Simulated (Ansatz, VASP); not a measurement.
TiMoSe4 in VASP and in Ansatz

```
Ti Mo Se
1.0
     3.44316    0.00000    0.00000
    -1.72158    2.98186    0.00000
     0.00000    0.00000   13.63119
Ti Mo Se
1 1 4
Direct
  0.00000 0.00000 0.00000
  0.00000 0.00000 0.50000
  0.66667 0.33333 0.61895
  0.66667 0.33333 0.11766
  0.33333 0.66667 0.88234
  0.33333 0.66667 0.38105
```

Change from the starting cell: species swapped into the SrCaSi4 type (P-3m1, No. 164).

Alike in both runs: functional PBE; k mesh 3 × 3 × 1; occupations gaussian, width 0.15 eV; collinear spin.

Ansatz relaxed the structure, and its values are those at the end. VASP's run is a single point on that final structure, the one shown.

|  | VASP | Ansatz |
| --- | --- | --- |
| version | VASP 6.6.1 | Ansatz 0.2.0 |
| potentials or method | VASP PAW PBE potentials, release 64 (Ti_sv, Mo_sv, Se), cutoff 520 eV | scalar-relativistic, plane waves, PAW |
| valence electrons in the cell | 50 | 90 |

```csv
,VASP,Ansatz,Ansatz less VASP
gap on the k mesh at the Fermi level (eV),none,none,-
pressure (GPa),0.3,0.1,-0.14
rms of the force components (eV/Å),0.012,0.004,-0.0080
net moment per atom (μB),0.09,0.09,0.000
size of the moment on the site where the two differ most (μB),0.40,0.37,-0.027
```

Site moments also hang on the region over which each program counts them. A gap of «none» marks a metal or a gap that the smearing closes. VASP's potentials hold 50 valence electrons a cell and Ansatz's 90, so a difference there can come from the potentials and not from the codes. Ansatz's warnings: seeded moment not kept.

The k mesh is coarse, so the values compare programs but aren't converged.
